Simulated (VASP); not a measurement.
Crystal: As3Pt.

```
As Pt
1.0
     4.23304    0.00000    0.00000
     0.00000    4.23304    0.00000
     0.00000    0.00000    4.23304
As Pt
3 1
Direct
  0.00000 0.50000 0.50000
  0.50000 0.00000 0.50000
  0.50000 0.50000 0.00000
  0.00000 0.00000 0.00000
```

```yaml
Program: VASP 6.6.1
Task: relaxation of cell and atoms
Functional: PBE
Potentials_or_basis: VASP PAW PBE potentials, release 64 (As, Pt)
Cutoff: 600 eV
k_mesh: 4 × 4 × 4
Occupations: gaussian, width 0.1 eV
Spin: no spin polarisation
```

At the start: pressure -6.0 GPa; volume 18.96 Å³/atom.

Question: Where does the relaxation end?

Answer: Over 3 steps the energy falls by 21.7 meV/atom and the volume is 17.87 Å³/atom (-5.8 %); space group Pm-3m (No. 221, to 0.1 Å) before and after.

The path:
| step | energy change (eV) | largest force (eV/Å) | pressure (GPa) | volume (Å³) |
| --- | --- | --- | --- | --- |
| 1 | 0.0000 | 0.0000 | -5.96 | 75.85 |
| 2 | -0.0340 | 0.0000 | 5.70 | 68.36 |
| 3 | -0.0868 | 0.0000 | -0.02 | 71.48 |

Final structure:
```
As Pt
1.0
     4.15010    0.00000    0.00000
     0.00000    4.15010    0.00000
     0.00000    0.00000    4.15010
As Pt
3 1
Direct
  0.00000 0.50000 0.50000
  0.50000 0.00000 0.50000
  0.50000 0.50000 0.00000
  0.00000 0.00000 0.00000
```

Caveat: the k points lie up to 0.38 Å⁻¹ apart in the final cell, too coarse for converged energies and pressures of a metal.
